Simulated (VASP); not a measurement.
Here is a VASP 6.6.1 calculation.

Contents of INCAR:

```
PREC     = Accurate       # precision mode
ENCUT    = 400            # plane-wave cutoff, eV
EDIFF    = 1E-6           # SCF threshold, eV
ISMEAR   = 0              # smearing method
SIGMA    = 0.1            # smearing width, eV
LREAL    = F              # projectors in reciprocal space
LASPH    = T              # aspherical terms in the spheres
NELM     = 120            # most SCF steps
ALGO     = Normal         # electronic algorithm
ISIF     = 2              # what is computed and relaxed
LWAVE    = F              # write WAVECAR
LCHARG   = F              # write CHGCAR
LDIPOL   = T            
IDIPOL   = 3            
DIPOL    = 0.5 0.5 0.500
GGA      = PE             # functional
IVDW     = 12             # dispersion correction
NBANDS   = 36             # bands
GGA_COMPAT= F            
NELMDL   = -8
```

The input KPOINTS:

```
regular mesh
0
Gamma
  6 6 1
```

POSCAR

```
Nb2H
1.0
    2.5118644100      0.0000000000      0.0000000000
   -1.2559322000      2.1753383900      0.0000000000
    0.0000000000      0.0000000000     22.0000000000
Nb H
4 2
Direct
    0.3333333300      0.6666666700      0.3399807400
    0.6666666700      0.3333333300      0.4263636400
    0.3333333300      0.6666666700      0.6600192600
    0.6666666700      0.3333333300      0.5736363600
    0.0000000000      0.0000000000      0.3831721900
    0.0000000000      0.0000000000      0.6168278100
```

Potentials or basis: VASP PAW PBE potentials, release 64 (Nb_sv, H).

Launch:

```console
$ cat potpaw_PBE.64/Nb_sv/POTCAR potpaw_PBE.64/H/POTCAR > POTCAR
$ mpirun -np 1 vasp_std > vasp.out
```

(1) Predict the largest force.

(2) What does it give for the band gap on the k mesh?

Results:

(1) 15.968 eV/Å.

(2) zero (bands 27 and 28 overlap by 2.15 eV).

Caveat: the k points lie up to 0.48 Å⁻¹ apart, too coarse for converged energies and pressures of a metal.
